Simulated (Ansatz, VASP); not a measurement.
**Mo: VASP beside Ansatz**

```
Mo
1.0
    -1.65175    1.65175    1.40399
     1.65175   -1.65175    1.40399
     1.65175    1.65175   -1.40399
Mo
1
Direct
  0.00000 0.00000 0.00000
```

Alike in both runs: task single point; functional PBEsol; k mesh 30 × 30 × 30; occupations gaussian, width 0.15 eV; no spin polarisation.

|  | VASP | Ansatz |
| --- | --- | --- |
| version | VASP 6.6.1 | Ansatz 0.2.0 |
| potentials or method | VASP PAW PBE potentials, release 64 (Mo_sv), cutoff 520 eV | scalar-relativistic, plane waves, PAW |
| valence electrons in the cell | 14 | 14 |

Ansatz gave:

| Property | Result |
| --- | --- |
| gap on the k mesh at the Fermi level (eV) | none |
| pressure (GPa) | 3.2 |
| traceless stress, the component that is largest in VASP (GPa) | 24.44 |

Question: What did VASP give for the same quantities?

Answer: gap on the k mesh at the Fermi level (eV): none; pressure (GPa): 3.7; traceless stress, the component that is largest in VASP (GPa): 24.45.

VASP's potentials were made for PBE, not for PBEsol. A gap of «none» marks a metal or a gap that the smearing closes.
